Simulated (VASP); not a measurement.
# SrO (rock salt type) in VASP: further runs, part 3 of 3

VASP 6.6.1. The steps go on from the part before.

## 5. Single point, HSE06

This run uses another cell than the first one, of 16.70 Å³/atom.

POSCAR reads:

```
SrO
1.0
    0.0000000000      2.5559236885      2.5559236885
    2.5559236885      0.0000000000      2.5559236885
    2.5559236885      2.5559236885      0.0000000000
Sr O
1 1
Direct
    0.0000000000      0.0000000000      0.0000000000
    0.5000000000      0.5000000000      0.5000000000
```

INCAR.step1 reads:

```
ALGO = Normal ; EDIFF = 1E-5
ENCUT = 520 ; GGA = PE
ISIF = 2 ; ISMEAR = -1
LASPH = T ; LREAL = F
LWAVE = T ; NBANDS = 15
NELM = 80 ; PREC = Accurate
SIGMA = 0.05
```

INCAR.step2 reads:

```
ALGO = Normal ; EDIFF = 1E-6
ENCUT = 520 ; GGA = PE
HFSCREEN = 0.2079 ; ISIF = 2
ISMEAR = -1 ; ISTART = 1
LASPH = T ; LCHARG = T
LELF = T ; LHFCALC = T
LREAL = F ; LVHAR = T
LWAVE = F ; NBANDS = 15
NELM = 80 ; PREC = Accurate
PRECFOCK = Normal ; SIGMA = 0.05
```

KPOINTS reads:

```
k-points
0
Gamma
  4 4 4
```

Potentials or basis: VASP PAW PBE potentials, release 64 (Sr_sv, O).

Launch:

```console
$ cat potpaw_PBE.64/Sr_sv/POTCAR potpaw_PBE.64/O/POTCAR > POTCAR
$ cp INCAR.step1 INCAR
$ mpirun -np 1 vasp_std > vasp.out
$ cp INCAR.step2 INCAR
$ mpirun -np 1 vasp_std > vasp.out
```

OUTCAR:

```text
EDIFF = 1E-6
   ENCUT = 520
   GGA = PE
   HFSCREEN = 0.2079
   ISIF = 2
   ISMEAR = -1
   ISTART = 1
   LASPH = T
   LHFCALC = T
   LREAL = F
   NELM = 80
   PREC = Accurate
   PRECFOCK = Normal

 ion  position               nearest neighbor table
   1  0.000  0.000  0.000-   2 2.56   2 2.56   2 2.56   2 2.56   2 2.56   2 2.56
   2  0.500  0.500  0.500-   1 2.56   1 2.56   1 2.56   1 2.56   1 2.56   1 2.56

  LATTYP: Found a face centered cubic cell.
 ALAT       =     5.1118473770

  Lattice vectors:

 A1 = (   0.0000000000,   2.5559236885,   2.5559236885)
 A2 = (   2.5559236885,   0.0000000000,   2.5559236885)
 A3 = (   2.5559236885,   2.5559236885,   0.0000000000)

Analysis of symmetry for initial positions (statically):
=====================================================================
 Subroutine PRICEL returns:
 Original cell was already a primitive cell.

 Routine SETGRP: Setting up the symmetry group for a
 face centered cubic supercell.

 Subroutine GETGRP returns: Found 48 space group operations
 (whereof 48 operations were pure point group operations)
 out of a pool of 48 trial point group operations.

The static configuration has the point symmetry O_h .

Analysis of symmetry for dynamics (positions and initial velocities):
=====================================================================
 Subroutine PRICEL returns:
 Original cell was already a primitive cell.

 Routine SETGRP: Setting up the symmetry group for a
 face centered cubic supercell.

 Subroutine GETGRP returns: Found 48 space group operations
 (whereof 48 operations were pure point group operations)
 out of a pool of 48 trial point group operations.

The dynamic configuration has the point symmetry O_h .

 Subroutine INISYM returns: Found 48 space group operations
 (whereof 48 operations are pure point group operations),
 and found     1 'primitive' translations

----------------------------------------------------------------------------------------

                                     Primitive cell

  volume of cell :      33.3944

  direct lattice vectors                    reciprocal lattice vectors
     0.000000000  2.555923689  2.555923689    -0.195623994  0.195623994  0.195623994
     2.555923689  0.000000000  2.555923689     0.195623994 -0.195623994  0.195623994
     2.555923689  2.555923689  0.000000000     0.195623994  0.195623994 -0.195623994

  length of vectors
     3.614621945  3.614621945  3.614621945     0.338830697  0.338830697  0.338830697

  position of ions in fractional coordinates (direct lattice)
     0.000000000  0.000000000  0.000000000
     0.500000000  0.500000000  0.500000000

  ion indices of the primitive-cell ions
   primitive index   ion index
                 1           1
                 2           2

----------------------------------------------------------------------------------------
[... 36 lines left out ...]
   number of dos      NEDOS =    301   number of ions     NIONS =      2
   total plane-waves  NPLWV =  21952
   dimension x,y,z NGX =    28 NGY =   28 NGZ =   28
   dimension x,y,z NGXF=    56 NGYF=   56 NGZF=   56
   ions per type =               1   1
   NGX,Y,Z   is equivalent  to a cutoff of  12.88, 12.88, 12.88 a.u.
   NGXF,Y,Z  is equivalent  to a cutoff of  25.76, 25.76, 25.76 a.u.
 SYSTEM =  unknown system
   PREC   = accura    normal or accurate (medium, high low for compatibility)
   ISTART =      1    job   : 0-new  1-cont  2-samecut
   ICHARG =      0    charge: 1-file 2-atom 10-const
   ISPIN  =      1    spin polarized calculation?
   LNONCOLLINEAR =      F non collinear calculations
   LSORBIT =      F    spin-orbit coupling
   LASPH  =      T    aspherical Exc in radial PAW
   ENCUT  =  520.0 eV  38.22 Ry    6.18 a.u.   6.72  6.72  6.72*2*pi/ulx,y,z
   NELM   =     80;   NELMIN=  2; NELMDL=  0     # of ELM steps
   EDIFF  = 0.1E-05   stopping-criterion for ELM
   LREAL  =      F    real-space projection
   EDIFFG = 0.1E-04   stopping-criterion for IOM
   NSW    =      0    number of steps for IOM
   IBRION =     -1    ionic relax: 0-MD 1-quasi-New 2-CG
   NFREE  =      0    steps in history (QN), initial steepest desc. (CG)
   ISIF   =      2    stress and relaxation
   ISYM   =      3    0-nonsym 1-usesym 2-fastsym
   POTIM  = 0.5000    time-step for ionic-motion
   TEBEG  =    0.0;   TEEND  =   0.0 temperature during run
   PSTRESS=    0.0 pullay stress
   NELECT =      16.0000    total number of electrons
   NUPDOWN=      -1.0000    fix difference up-down
   EMIN   =  10.00;   EMAX   =-10.00  energy-range for DOS
   EFERMI =   0.00;   METHOD = LEGACY
   ISMEAR =    -1;   SIGMA  =   0.05  broadening in eV -4-tet -1-fermi 0-gaus
   EFERMI_NEDOS =   21; number of points for ismear=-14 and -15
   IALGO  =     38    algorithm
   IMIX   =      1    mixing-type and parameters
     AMIX     =   0.40;   BMIX     =  1.00
     AMIX_MAG =   1.60;   BMIX_MAG =  1.00
  volume/ion in A,a.u.               =      16.70       112.68
  Fermi-wavevector in a.u.,A,eV,Ry     =   1.281023  2.420783 22.327433  1.641020
  Thomas-Fermi vector in A             =   2.413417
   LORBIT       =      0    0 simple, 1 ext, 2 COOP (PROOUT), +10 PAW based schemes
   GGA     = PE    functional components
   LHFCALC =     T    Hartree Fock is set to
   PRECFOCK=normal    Normal, Fast or Accurate (Low or Medium for compatibility)
   ENCUT4O =  -1.0   cutoff for four orbital integrals eV
   NKREDX  =     1    reduce k-point grid by
   NKREDY  =     1    reduce k-point grid by
   NKREDZ  =     1    reduce k-point grid by
   AEXX    =    0.2500 exact exchange contribution
   HFSCREEN=    0.2079 screening length (either q_TF or 0.3 A-1)
   HFSCREENC=   0.2079 screening length for correlation (either q_TF or 0.3 A-1)
   ENCUTFOCK=  -1.0 apply spherical cutoff to Coloumb kernel
   IVDW    =     0    specifies the selected vdW correction
   LEPSILON=     F    determine dielectric tensor
   LRPA    =     F    only Hartree local field effects (RPA)
 non-spin polarized calculation
  energy-cutoff  :      520.00
  volume of cell :       33.39
 maximum number of plane-waves:       934
 NGX is ok and might be reduce to    28
  NGX = 24; NGY = 24; NGZ = 24

 number of electron      15.9999996 magnetization

 Free energy of the ion-electron system (eV)
  ---------------------------------------------------
  ext. energy  EPLUGINS =         0.00000000
  ---------------------------------------------------
  free energy    TOTEN  =       -14.17171037 eV

  energy without entropy =      -14.17171037  energy(sigma->0) =      -14.17171037

 E-fermi :   1.9111     XC(G=0):  -8.3302

 val. band max:        0.6772929523   @ k =   0.0000   0.0000   0.0000
 cond. band min:       5.4124428620   @ k =   0.5000   0.5000   0.0000
 fundamental gap:      4.7351499098
 Fermi energy:         1.9111215833

 k-point     1 :       0.0000    0.0000    0.0000
  band No.  band energies     occupation
      1     -33.5880      2.00000
      2     -15.9049      2.00000
      3     -13.9169      2.00000
      4     -13.9169      2.00000
      5     -13.9169      2.00000
      6       0.6773      2.00000
      7       0.6773      2.00000
      8       0.6773      2.00000
      9       6.2866      0.00000
     10       8.5932      0.00000
     11       8.5932      0.00000
     12       8.5932      0.00000
     13      10.8826      0.00000
     14      10.8826      0.00000
[... 113 lines left out ...]
      2     -16.4499      2.00000
      3     -14.6717      2.00000
      4     -14.6717      2.00000
      5     -13.4738      2.00000
      6      -0.5502      2.00000
      7       0.2359      2.00000
      8       0.2359      2.00000
      9       8.3704      0.00000
     10       8.3704      0.00000
     11      11.2483      0.00000
     12      13.9198      0.00000
     13      14.1919      0.00000
     14      15.5860      0.00000
     15      17.5264      0.00000

------------------------ aborting loop because EDIFF is reached ----------------------------------------

  FORCE on cell =-STRESS in cart. coord.  units (eV):
  Direction    XX          YY          ZZ          XY          YZ          ZX
  --------------------------------------------------------------------------------------
  -------------------------------------------------------------------------------------
  Total        0.6251185      0.6251185      0.6251185     -0.0000000      0.0000000      0.0000000
  in kB       29.9915759     29.9915759     29.9915759     -0.0000000      0.0000000      0.0000000
  external PRESSURE =      29.9915759 kB  Pullay stress =       0.0000000 kB

 VOLUME and BASIS-vectors are now :
 -----------------------------------------------------------------------------
  energy-cutoff  :      520.00
  volume of cell :       33.39
      direct lattice vectors                 reciprocal lattice vectors
     0.000000000  2.555923689  2.555923689    -0.195623994  0.195623994  0.195623994
     2.555923689  0.000000000  2.555923689     0.195623994 -0.195623994  0.195623994
     2.555923689  2.555923689  0.000000000     0.195623994  0.195623994 -0.195623994

 POSITION                                       TOTAL-FORCE (eV/Angst)
 -----------------------------------------------------------------------------------
      0.00000      0.00000      0.00000        -0.000000     -0.000000      0.000000
      2.55592      2.55592      2.55592         0.000000      0.000000     -0.000000
 -----------------------------------------------------------------------------------
    total drift:                               -0.000000     -0.000000      0.000000

  FREE ENERGIE OF THE ION-ELECTRON SYSTEM (eV)
  ---------------------------------------------------
  free  energy   TOTEN  =       -14.1717103662 eV

  energy  without entropy=      -14.1717103662  energy(sigma->0) =      -14.17171037
```

Run time: 3.2 min. Hardware: 1 thread of Intel Xeon Platinum 8559C (Emerald Rapids), shared host; peak memory 0.26 GiB.

Results:

```yaml
Free_energy: -14.1717 eV
Pressure: 3.0 GPa
Band_gap_on_the_k_mesh: 4.74 eV (least direct gap 4.82 eV)
```

Levels at points of the mesh, in eV from the valence-band top:
| k point | band 5 | band 6 | band 7 | band 8 | band 9 | band 10 | band 11 | band 12 |
| --- | --- | --- | --- | --- | --- | --- | --- | --- |
| (0.00, 0.00, 0.00) | -14.59 | 0.00 | 0.00 | 0.00 | 5.61 | 7.92 | 7.92 | 7.92 |
| (0.50, 0.00, 0.00) | -13.58 | -2.30 | -1.24 | -1.24 | 8.33 | 10.14 | 10.82 | 10.82 |
| (0.50, 0.50, 0.00) | -15.01 | -0.45 | -0.09 | -0.09 | 4.74 | 9.71 | 12.17 | 12.33 |

Caveat: the k points lie up to 0.53 Å⁻¹ apart; the PAW data sets were made with another functional, which shifts forces and pressure a little.

## 6. Single point, HSE06

This run uses another cell than the first one, of 16.70 Å³/atom.

POSCAR is that of step 5.

INCAR.step1 reads:

```
SYSTEM = SrO
ALGO     = Normal         ! electronic algorithm
EDIFF    = 1E-5           ! SCF threshold, eV
ENCUT    = 520            ! plane-wave cutoff, eV
GGA      = PE             ! functional
ISIF     = 2              ! what is computed and relaxed
ISMEAR   = -1             ! smearing method
LASPH    = .True.         ! aspherical terms in the spheres
LCHARG   = .False.        ! write CHGCAR
LREAL    = .False.        ! projectors in reciprocal space
LWAVE    = .True.         ! write WAVECAR
NBANDS   = 15             ! bands
NELM     = 60             ! most SCF steps
PREC     = Accurate       ! precision mode
SIGMA    = 0.05           ! smearing width, eV
```

INCAR.step2 reads:

```
SYSTEM = SrO
ALGO     = Normal         ! electronic algorithm
EDIFF    = 1E-6           ! SCF threshold, eV
ENCUT    = 520            ! plane-wave cutoff, eV
GGA      = PE             ! functional
HFSCREEN = 0.2079         ! screening, 1/A
ISIF     = 2              ! what is computed and relaxed
ISMEAR   = -1             ! smearing method
ISTART   = 1            
LASPH    = .True.         ! aspherical terms in the spheres
LCHARG   = .False.        ! write CHGCAR
LHFCALC  = .True.         ! exact exchange
LREAL    = .False.        ! projectors in reciprocal space
LWAVE    = .False.        ! write WAVECAR
NBANDS   = 15             ! bands
NELM     = 60             ! most SCF steps
PREC     = Accurate       ! precision mode
PRECFOCK = Normal       
SIGMA    = 0.05           ! smearing width, eV
```

KPOINTS reads:

```
k-points
0
Gamma
  4 4 4
  0 0 0
```

Potentials or basis: VASP PAW PBE potentials, release 64 (Sr_sv, O).

Launch:

```console
$ cat potpaw_PBE.64/Sr_sv/POTCAR potpaw_PBE.64/O/POTCAR > POTCAR
$ cp INCAR.step1 INCAR
$ mpirun -np 1 vasp_std > vasp.out
$ cp INCAR.step2 INCAR
$ mpirun -np 1 vasp_std > vasp.out
```

Run time: 3.4 min. Hardware: 1 thread of Intel Xeon Platinum 8559C (Emerald Rapids), shared host; peak memory 0.26 GiB.

It converged, with:

| Item | Value |
| --- | --- |
| Free energy | -14.1717 eV |
| Pressure | 3.0 GPa |
| Band gap on the k mesh | 4.74 eV (least direct gap 4.82 eV) |

Levels at points of the mesh, in eV from the valence-band top:
| k point | band 4 | band 5 | band 6 | band 7 | band 8 | band 9 | band 10 | band 11 | band 12 | band 13 |
| --- | --- | --- | --- | --- | --- | --- | --- | --- | --- | --- |
| (0.00, 0.00, 0.00) | -14.59 | -14.59 | 0.00 | 0.00 | 0.00 | 5.61 | 7.92 | 7.92 | 7.92 | 10.21 |
| (0.50, 0.00, 0.00) | -14.67 | -13.58 | -2.30 | -1.24 | -1.24 | 8.33 | 10.14 | 10.82 | 10.82 | 14.16 |
| (0.50, 0.50, 0.00) | -15.01 | -15.01 | -0.45 | -0.09 | -0.09 | 4.74 | 9.71 | 12.17 | 12.33 | 13.22 |

Caveat: the k points lie up to 0.53 Å⁻¹ apart; the PAW data sets were made with another functional, which shifts forces and pressure a little.

## 7. The runs side by side

```tsv
level	cell	k mesh	smearing	grid for exact exchange (PRECFOCK)	share of exact exchange	screening parameter	gap on the mesh (eV)	pressure (GPa)
PBE	a = 3.677 Å, angles 60.0°, 2 atoms, atomic positions A	8 × 8 × 8	fermi-dirac 0.1 eV	-	-	-	3.28	0.3
HSE06	a = 3.576 Å, angles 60.0°, 2 atoms, atomic positions B	4 × 4 × 4	fermi-dirac 0.05 eV	Normal	0.25	0.2079 1/Å	4.72	6.6
HSE06	a = 3.615 Å, angles 60.0°, 2 atoms, atomic positions B	4 × 4 × 4	fermi-dirac 0.05 eV	Normal	0.25	0.2079 1/Å	4.74	3.0
```

Alike in all rows: task single point; potentials or basis VASP PAW PBE potentials, release 64 (Sr_sv, O); no spin polarisation; cutoff (eV) 520.

Caveats: some runs use coarse meshes; the PAW data sets were made with another functional, which shifts forces and pressure a little (at least some runs).

Absolute energies hang on the potentials; compare differences alone.
